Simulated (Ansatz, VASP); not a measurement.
**Two plane-wave programs on CdTe**

```
Cd Te
1.0
     0.00000    3.35832    3.30869
     3.35832    0.00000    3.30869
     3.35832    3.35832    0.00000
Cd Te
1 1
Cartesian
  0.0000 0.0000 0.0000
  5.0375 5.0375 4.9630
```

Change from the starting cell: strain +0.015 along x and y, +0.000 along z, atoms carried along.

Alike in both runs: task single point; functional PBE; k mesh 10 × 10 × 10; occupations gaussian, width 0.05 eV; no spin polarisation.

|  | VASP | Ansatz |
| --- | --- | --- |
| version | VASP 6.6.1 | Ansatz 0.2.0 |
| potentials or method | VASP PAW PBE potentials, release 64 (Cd, Te), cutoff 520 eV | scalar-relativistic, plane waves, PAW |
| valence electrons in the cell | 18 | 36 |

|  | VASP | Ansatz | Ansatz less VASP |
| --- | --- | --- | --- |
| gap on the k mesh at the Fermi level (eV) | 0.47 | 0.47 | +0.003 |
| least direct gap on the mesh (eV) | 0.47 | 0.47 | +0.003 |
| pressure (GPa) | -0.9 | -1.0 | -0.10 |
| traceless stress, the component that is largest in VASP (GPa) | 0.16 | 0.17 | 0.000 |

The functional is the same, so the differences come from potentials, cutoffs and numerics. VASP's potentials hold 18 valence electrons a cell and Ansatz's 36, so a difference there can come from the potentials and not from the codes.

Neither program's run includes spin-orbit coupling.
